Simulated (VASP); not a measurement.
Write the native input for VASP 6.6.1 that does the following.

| Quantity | Value |
| --- | --- |
| Task | single point |
| Functional | LDA |
| Potentials or basis | VASP PAW LDA potentials, release 64 (O, C, H) |
| Cutoff | 520 eV |
| k mesh | 1 × 1 × 1 |
| Occupations | fermi-dirac, width 0.05 eV |
| Spin | no spin polarisation |
| Dipole correction | no |
| Further INCAR settings | LREAL = Auto; ALGO = Normal; EDIFF = 1e-06; NBANDS = 98 |

The structure of H2CO2 lies in POSCAR:

```
H2CO2
1.0
    7.9581140000      0.0000000000      0.0000000000
    0.0000000000      7.9581140000      0.0000000000
    0.0000000000      0.0000000000      7.9581140000
O C H
16 8 16
Direct
    0.2951453070      0.3683159100      1.0435387078
    0.2261842442      0.3421413667      0.7726328122
    0.5430935018      0.7677070220      0.7515725460
    0.4890731648      0.6045904846      0.9688099467
    0.6963333272      0.2457114839      0.5837438368
    0.7993225531      0.1520083779      0.3390501820
    0.0020482240      0.8021624219      0.7496248483
    0.2004495035      0.9312382306      0.9045107924
    0.6210642371      0.7871086039      0.4014393360
    0.6373118053      0.5260417230      0.4824384270
    0.0778827747      0.0380115188      0.1821788429
    0.2134676633      0.0351842158      0.4297249323
    0.2142593082      0.6018762737      0.6203354212
    0.1967300293      0.4608880948      0.3865111759
    0.7299216875      0.2890508982      0.9186473076
    0.6086492352      0.0346815841      0.8915428957
    0.1987405559      0.3106514936      0.9258475061
    0.5210405380      0.6237156191      0.8209608457
    0.7622283370      0.1299302825      0.4844615194
    0.0635326410      0.9235228347      0.8491710473
    0.6108356829      0.6312299623      0.3769988718
    0.2080769388      0.0286374385      0.2807323444
    0.1942671341      0.5968876545      0.4641803322
    0.6491362149      0.1572860102      0.9692497494
    0.3754784111      0.4630996741      1.0262984421
    0.1047986998      0.2197002958      0.9662716568
    0.5385195538      0.8716135506      0.8253463069
    0.5425531728      0.5159765241      0.7370213596
    0.6711389156      0.3583638033      0.5170069190
    0.7826854453      0.0195146740      0.5629725837
    0.0898705397      0.7233623444      0.7083713553
   -0.0272175040      1.0137452165      0.9020981604
    0.5962844966      0.8137480815      0.5226363935
    0.5964101545      0.6015746947      0.2466036551
   -0.0276070436      0.0695013919      0.2407354305
    0.3214329425      0.0073132906      0.1825935140
    0.2129273343      0.4756026365      0.6544264131
    0.1895298308      0.7218167521      0.3869384128
    0.7408916233      0.2693728690      0.8006042638
    0.6132985780      0.1617468662      1.1106274678
```

The input as run:

INCAR

```
PREC = Accurate ; ENCUT = 520
EDIFF = 1E-6 ; ISMEAR = -1
SIGMA = 0.05 ; LREAL = Auto
LASPH = T ; NELM = 80
ALGO = Normal ; ISIF = 2
LWAVE = F ; LCHARG = T
GGA = CA ; LELF = T
LVHAR = T ; NBANDS = 98
```

KPOINTS

```
Automatic mesh
0
Gamma
  1 1 1
```

Potentials or basis: VASP PAW LDA potentials, release 64 (O, C, H).

Command:

```sh
$ cat potpaw_LDA.64/O/POTCAR potpaw_LDA.64/C/POTCAR potpaw_LDA.64/H/POTCAR > POTCAR
$ mpirun -np 1 vasp_gam > vasp.out
```

Results of the run:

The pressure is 2.4 GPa. The largest force is 6.188 eV/Å and the band gap on the k mesh is 3.74 eV.

Caveat: the k points lie up to 0.79 Å⁻¹ apart; the atoms stand as in a frame of molecular dynamics.

Run time: 87 s on 1 thread of Intel(R) Xeon(R) Platinum 8375C CPU @ 2.90GHz (Ice Lake), on a shared host, peak memory 0.35 GiB.
